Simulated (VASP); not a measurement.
# Nb: single point with PBE

The system is Nb.

```xyz
1
Lattice="-1.6640 1.6640 1.8095 1.6640 -1.6640 1.8095 1.6640 1.6640 -1.8095" Properties=species:S:1:pos:R:3 pbc="T T T"
Nb    0.0000    0.0000    0.0000
```

This cell differs from its parent crystal: strain +0.0875 x Voigt [0, 0, 1, 0, 0, 0].

```yaml
Program: VASP 6.6.1
Task: single point
Functional: PBE
Potentials_or_basis: VASP PAW PBE potentials, release 64 (Nb_sv)
Cutoff: 520 eV
k_mesh: 20 × 20 × 20
Occupations: gaussian, width 0.15 eV
Spin: no spin polarisation
```

The pressure is -13.8 GPa. The band gap on the k mesh is zero (an odd number of electrons rules out a gap without spin polarisation).

Stress tensor (GPa, compression positive):
```
-11.43   0.00   0.00
  0.00 -11.43   0.00
  0.00   0.00 -18.60
```

Levels at points of the mesh, in eV from the Fermi level:
| k point | band 2 | band 3 | band 4 | band 5 | band 6 | band 7 | band 8 | band 9 | band 10 | band 11 |
| --- | --- | --- | --- | --- | --- | --- | --- | --- | --- | --- |
| (0.00, 0.00, 0.00) | -30.05 | -30.05 | -30.05 | -5.75 | 0.15 | 0.15 | 0.92 | 2.36 | 3.35 | 13.08 |
| (0.50, 0.00, 0.00) | -31.02 | -30.33 | -30.05 | -3.32 | -1.08 | 1.64 | 2.28 | 3.63 | 5.40 | 10.24 |
| (0.50, 0.50, 0.00) | -31.00 | -30.40 | -30.10 | -3.36 | -1.92 | 2.17 | 3.56 | 3.84 | 5.60 | 10.90 |
| (0.50, 0.50, 0.50) | -30.82 | -30.66 | -30.66 | -3.27 | -3.07 | 4.72 | 4.96 | 4.96 | 6.93 | 8.85 |

It took 8.4 min on 1 thread of Intel Xeon 8259CL, with other jobs on the host, peak memory 0.23 GiB.

Caveat: the cell differs from its parent crystal (strain +0.0875 x Voigt [0, 0, 1, 0, 0, 0]); the stress differs along the axes, from -19 to -11 GPa.
